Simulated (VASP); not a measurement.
# TiO2 (Cm) in VASP: single point with PBEsol

Aim: the single point of TiO2 with PBEsol.

All numbers are computed with VASP 6.6.1; they aren't measurements. Logs are shortened: lines on timing, memory, paths and dates and some standing lists are left out, and cuts for length are marked.

## Step 1: The cell of the first run

It takes space group Cm (No. 8, monoclinic). Conventional cell: a = 6.493 Å, b = 6.493 Å, c = 2.939 Å, α = 90.00°, β = 90.00°, γ = 90.00°. Within 2.4 Å of Ti (site symmetry m) lie 6 O at 1.79 to 2.09 Å. Ti (site symmetry m) has 6 O at 1.94 to 1.98 Å within 2.6 Å. Within 2.6 Å of O (site symmetry 1) lie 3 Ti at 1.94 to 1.98 Å and 1 O at 2.54 Å. O (site symmetry m) has 3 Ti at 1.79 to 1.98 Å within 2.4 Å. Within 2.6 Å of O (site symmetry m) lie 3 Ti at 1.93 to 2.09 Å and 1 O at 2.54 Å.

## Step 2: Single point, PBEsol (atom 1 (Ti) moved +0.150 Å towards its neighbour atom 4 (O) at 1.942 Å)

The input, INCAR:

```
PREC = Accurate
ENCUT = 520
EDIFF = 1E-7
ISMEAR = 0
SIGMA = 0.05
LREAL = False
LASPH = True
NELM = 80
ALGO = Normal
ISIF = 2
LWAVE = False
LCHARG = True
GGA = PS
LELF = True
LVHAR = True
NBANDS = 33
```

The input, KPOINTS:

```
Automatic mesh
0
Gamma
  6 6 10
```

The input, POSCAR:

```
TiO2
1.0
    4.5912476203      0.0000000000      0.0000000000
    0.0000000000      4.5912476203      0.0000000000
    0.0000000000      0.0000000000      2.9389940195
Ti O
2 4
Direct
    0.0151043442     -0.0151043442     -0.0386179362
    0.5000000000      0.5000000000      0.5000000000
    0.3044387440      0.3044387440      0.0000000000
    0.1955612560      0.8044387440      0.5000000000
    0.6955612560      0.6955612560      0.0000000000
    0.8044387440      0.1955612560      0.5000000000
```

Potentials or basis: VASP PAW PBE potentials, release 64 (Ti_sv, O).

Started as:

```
cat potpaw_PBE.64/Ti_sv/POTCAR potpaw_PBE.64/O/POTCAR > POTCAR
mpirun -np 1 vasp_std > vasp.out
```

OUTCAR:

```text
PREC = Accurate
   ENCUT = 520
   EDIFF = 1E-7
   ISMEAR = 0
   LREAL = False
   LASPH = True
   NELM = 80
   ISIF = 2
   GGA = PS

 ion  position               nearest neighbor table
   1  0.015  0.985  0.961-   4 1.79   6 1.93   4 1.97   5 1.98   3 1.98   6 2.09
   2  0.500  0.500  0.500-   3 1.94   5 1.94   3 1.94   5 1.94   4 1.98   6 1.98
   3  0.304  0.304  0.000-   2 1.94   2 1.94   1 1.98
   4  0.196  0.804  0.500-   1 1.79   1 1.97   2 1.98
   5  0.696  0.696  0.000-   2 1.94   2 1.94   1 1.98
   6  0.804  0.196  0.500-   1 1.93   2 1.98   1 2.09

  LATTYP: Found a simple tetragonal cell.
 ALAT       =     4.5912476203
 C/A-ratio  =     0.6401297126

  Lattice vectors:

 A1 = (   4.5912476203,   0.0000000000,   0.0000000000)
 A2 = (   0.0000000000,   4.5912476203,   0.0000000000)
 A3 = (   0.0000000000,   0.0000000000,   2.9389940195)

Analysis of symmetry for initial positions (statically):
=====================================================================
 Subroutine PRICEL returns:
 Original cell was already a primitive cell.

 Routine SETGRP: Setting up the symmetry group for a
 simple tetragonal supercell.

 Subroutine GETGRP returns: Found  2 space group operations
 (whereof  2 operations were pure point group operations)
 out of a pool of 16 trial point group operations.

The static configuration has the point symmetry C_1h.

Analysis of symmetry for dynamics (positions and initial velocities):
=====================================================================
 Subroutine PRICEL returns:
 Original cell was already a primitive cell.

 Routine SETGRP: Setting up the symmetry group for a
 simple tetragonal supercell.

 Subroutine GETGRP returns: Found  2 space group operations
 (whereof  2 operations were pure point group operations)
 out of a pool of 16 trial point group operations.

The dynamic configuration has the point symmetry C_1h.

 Subroutine INISYM returns: Found  2 space group operations
 (whereof  2 operations are pure point group operations),
 and found     1 'primitive' translations

----------------------------------------------------------------------------------------

                                     Primitive cell

  volume of cell :      61.9527

  direct lattice vectors                    reciprocal lattice vectors
     4.591247620  0.000000000  0.000000000     0.217805721  0.000000000  0.000000000
     0.000000000  4.591247620  0.000000000     0.000000000  0.217805721  0.000000000
     0.000000000  0.000000000  2.938994019     0.000000000  0.000000000  0.340252479

  length of vectors
     4.591247620  4.591247620  2.938994019     0.217805721  0.217805721  0.340252479

  position of ions in fractional coordinates (direct lattice)
     0.015104344  0.984895656  0.961382064
     0.500000000  0.500000000  0.500000000
     0.304438744  0.304438744  0.000000000
     0.195561256  0.804438744  0.500000000
     0.695561256  0.695561256  0.000000000
     0.804438744  0.195561256  0.500000000

  ion indices of the primitive-cell ions
   primitive index   ion index
                 1           1
                 2           2
                 3           3
                 4           4
                 5           5
                 6           6

----------------------------------------------------------------------------------------

 KPOINTS: Automatic mesh

Automatic generation of k-mesh.
 Grid dimensions read from file:
 generate k-points for:    6    6   10

 Generating k-lattice:

  Cartesian coordinates                     Fractional coordinates (reciprocal lattice)
     0.036300954  0.000000000  0.000000000     0.166666667  0.000000000  0.000000000
     0.000000000  0.036300954  0.000000000     0.000000000  0.166666667  0.000000000
     0.000000000  0.000000000  0.034025248     0.000000000  0.000000000  0.100000000

  Length of vectors
     0.036300954  0.036300954  0.034025248

  Shift w.r.t. Gamma in fractional coordinates (k-lattice)
     0.000000000  0.000000000  0.000000000

 Subroutine IBZKPT returns following result:
 ===========================================

 Found    110 irreducible k-points:

 Following reciprocal coordinates:
            Coordinates               Weight
  0.000000  0.000000  0.000000      1.000000
  0.166667  0.000000  0.000000      4.000000
  0.333333  0.000000  0.000000      4.000000
  0.500000  0.000000  0.000000      2.000000
  0.166667  0.166667  0.000000      2.000000
 -0.166667  0.166667  0.000000      2.000000
[... 16 lines left out ...]
  0.333333  0.166667  0.100000      4.000000
 -0.166667  0.333333  0.100000      4.000000
 [... further k-points ...]
   k-points           NKPTS =    110   k-points in BZ     NKDIM =    110   number of bands    NBANDS=     33
   number of dos      NEDOS =    301   number of ions     NIONS =      6
   total plane-waves  NPLWV =  31104
   dimension x,y,z NGX =    36 NGY =   36 NGZ =   24
   dimension x,y,z NGXF=    72 NGYF=   72 NGZF=   48
   ions per type =               2   4
   NGX,Y,Z   is equivalent  to a cutoff of  13.04, 13.04, 13.58 a.u.
   NGXF,Y,Z  is equivalent  to a cutoff of  26.07, 26.07, 27.15 a.u.
 SYSTEM =  unknown system
   PREC   = accura    normal or accurate (medium, high low for compatibility)
   ISTART =      0    job   : 0-new  1-cont  2-samecut
   ICHARG =      2    charge: 1-file 2-atom 10-const
   ISPIN  =      1    spin polarized calculation?
   LNONCOLLINEAR =      F non collinear calculations
   LSORBIT =      F    spin-orbit coupling
   LASPH  =      T    aspherical Exc in radial PAW
   ENCUT  =  520.0 eV  38.22 Ry    6.18 a.u.   8.54  8.54  5.46*2*pi/ulx,y,z
   NELM   =     80;   NELMIN=  2; NELMDL= -5     # of ELM steps
   EDIFF  = 0.1E-06   stopping-criterion for ELM
   LREAL  =      F    real-space projection
   EDIFFG = 0.1E-05   stopping-criterion for IOM
   NSW    =      0    number of steps for IOM
   IBRION =     -1    ionic relax: 0-MD 1-quasi-New 2-CG
   NFREE  =      0    steps in history (QN), initial steepest desc. (CG)
   ISIF   =      2    stress and relaxation
   ISYM   =      2    0-nonsym 1-usesym 2-fastsym
   POTIM  = 0.5000    time-step for ionic-motion
   TEBEG  =    0.0;   TEEND  =   0.0 temperature during run
   PSTRESS=    0.0 pullay stress
   NELECT =      48.0000    total number of electrons
   NUPDOWN=      -1.0000    fix difference up-down
   EMIN   =  10.00;   EMAX   =-10.00  energy-range for DOS
   EFERMI =   0.00;   METHOD = LEGACY
   ISMEAR =     0;   SIGMA  =   0.05  broadening in eV -4-tet -1-fermi 0-gaus
   EFERMI_NEDOS =   21; number of points for ismear=-14 and -15
   IALGO  =     38    algorithm
   IMIX   =      4    mixing-type and parameters
     AMIX     =   0.40;   BMIX     =  1.00
     AMIX_MAG =   1.60;   BMIX_MAG =  1.00
  volume/ion in A,a.u.               =      10.33        69.68
  Fermi-wavevector in a.u.,A,eV,Ry     =   1.503610  2.841411 30.760636  2.260843
  Thomas-Fermi vector in A             =   2.614698
   LORBIT       =      0    0 simple, 1 ext, 2 COOP (PROOUT), +10 PAW based schemes
   GGA     = PS    functional components
   LHFCALC =     F    Hartree Fock is set to
   AEXX    =    0.0000 exact exchange contribution
   IVDW    =     0    specifies the selected vdW correction
   LEPSILON=     F    determine dielectric tensor
   LRPA    =     F    only Hartree local field effects (RPA)
 non-spin polarized calculation
 Gauss-broadening in eV      SIGMA  =   0.05
  energy-cutoff  :      520.00
  volume of cell :       61.95
 maximum number of plane-waves:      1696
 NGX is ok and might be reduce to    36
   NGX = 17   NGY = 17   NGZ = 11

 number of electron      48.0000019 magnetization

 Free energy of the ion-electron system (eV)
  ---------------------------------------------------
  ext. energy  EPLUGINS =         0.00000000
  ---------------------------------------------------
  free energy    TOTEN  =       -55.97019797 eV

  energy without entropy =      -55.97019797  energy(sigma->0) =      -55.97019797

 E-fermi :   5.1851     XC(G=0): -11.7372

 val. band max:        4.9235464804   @ k =   0.0000   0.0000   0.0000
 cond. band min:       6.7009356171   @ k =   0.5000   0.0000   0.5000
 fundamental gap:      1.7773891366
 Fermi energy:         5.1851444571

 k-point     1 :       0.0000    0.0000    0.0000
  band No.  band energies     occupation
      1     -51.8069      2.00000
      2     -51.7308      2.00000
      3     -28.2320      2.00000
      4     -28.2248      2.00000
      5     -28.0578      2.00000
      6     -28.0135      2.00000
[... 25 lines left out ...]
     32      11.5148      0.00000
     33      11.6064      0.00000

 k-point     2 :       0.1667    0.0000    0.0000
  band No.  band energies     occupation
      1     -51.8066      2.00000
      2     -51.7311      2.00000
      3     -28.2224      2.00000
      4     -28.2170      2.00000
      5     -28.0682      2.00000
      6     -28.0202      2.00000
[... 25 lines left out ...]
     32      11.4188      0.00000
     33      11.5334      0.00000

 k-point     3 :       0.3333    0.0000    0.0000
  band No.  band energies     occupation
      1     -51.8060      2.00000
      2     -51.7317      2.00000
      3     -28.2006      2.00000
      4     -28.1955      2.00000
      5     -28.0953      2.00000
      6     -28.0401      2.00000
[... 25 lines left out ...]
     32      11.1883      0.00000
     33      11.3820      0.00000

 k-point     4 :       0.5000    0.0000    0.0000
  band No.  band energies     occupation
      1     -51.8057      2.00000
      2     -51.7320      2.00000
      3     -28.1893      2.00000
      4     -28.1752      2.00000
      5     -28.1169      2.00000
      6     -28.0519      2.00000
[... 673 lines left out ...]
     32      11.0717      0.00000
     33      11.3559      0.00000

 k-point    23 :       0.3333    0.1667    0.1000
  band No.  band energies     occupation
      1     -51.8016      2.00000
      2     -51.7274      2.00000
      3     -28.2217      2.00000
      4     -28.1783      2.00000
      5     -28.0755      2.00000
      6     -28.0623      2.00000
[... 25 lines left out ...]
     32      10.8709      0.00000
     33      11.3458      0.00000

 k-point    24 :      -0.1667    0.3333    0.1000
  band No.  band energies     occupation
      1     -51.8016      2.00000
      2     -51.7274      2.00000
      3     -28.2100      2.00000
      4     -28.1755      2.00000
      5     -28.1112      2.00000
      6     -28.0595      2.00000
[... 25 lines left out ...]
     32      10.9729      0.00000
     33      11.2902      0.00000

 [... further k-points ...]
[... 5 lines left out ...]
  --------------------------------------------------------------------------------------
  -------------------------------------------------------------------------------------
  Total        0.5059830      0.5059830      1.6129795     -0.4719736      0.8602527     -0.8602516
  in kB       13.0853809     13.0853809     41.7137555    -12.2058525     22.2472571    -22.2472294
  external PRESSURE =      22.6281725 kB  Pullay stress =       0.0000000 kB

 VOLUME and BASIS-vectors are now :
 -----------------------------------------------------------------------------
  energy-cutoff  :      520.00
  volume of cell :       61.95
      direct lattice vectors                 reciprocal lattice vectors
     4.591247620  0.000000000  0.000000000     0.217805721  0.000000000  0.000000000
     0.000000000  4.591247620  0.000000000     0.000000000  0.217805721  0.000000000
     0.000000000  0.000000000  2.938994019     0.000000000  0.000000000  0.340252479

 POSITION                                       TOTAL-FORCE (eV/Angst)
 -----------------------------------------------------------------------------------
      0.06935      4.52190      2.82550        -1.677008      1.677008      0.546972
      2.29562      2.29562      1.46950         0.989671     -0.989671     -0.041236
      1.39775      1.39775      0.00000        -0.051101     -0.009075      0.002820
      0.89787      3.69338      1.46950         0.600929     -0.600929     -0.730575
      3.19349      3.19349      0.00000         0.009075      0.051101      0.002820
      3.69338      0.89787      1.46950         0.128435     -0.128435      0.219198
 -----------------------------------------------------------------------------------
    total drift:                               -0.000112      0.000113      0.000144

  FREE ENERGIE OF THE ION-ELECTRON SYSTEM (eV)
  ---------------------------------------------------
  free  energy   TOTEN  =       -55.9701979658 eV

  energy  without entropy=      -55.9701979658  energy(sigma->0) =      -55.97019797
```

Run time: 5.2 min. Hardware: 1 thread of Intel Xeon 8259CL, shared host; peak memory 0.3 GiB.

What came out:

```
Free energy            : -55.9702 eV
Pressure               : 2.3 GPa
Largest force          : 2.434 eV/Å
Band gap on the k mesh : 1.78 eV (least direct gap 1.85 eV)
```

Forces on the atoms (eV/Å):
```
Ti  -1.677  1.677  0.547
Ti   0.990 -0.990 -0.041
O   -0.051 -0.009  0.003
O    0.601 -0.601 -0.731
O    0.009  0.051  0.003
O    0.128 -0.128  0.219
```

Caveat: the cell differs from its parent crystal (atom 1 (Ti) moved +0.150 Å towards its neighbour atom 4 (O) at 1.942 Å); the PAW data sets were made with another functional, which shifts forces and pressure a little.
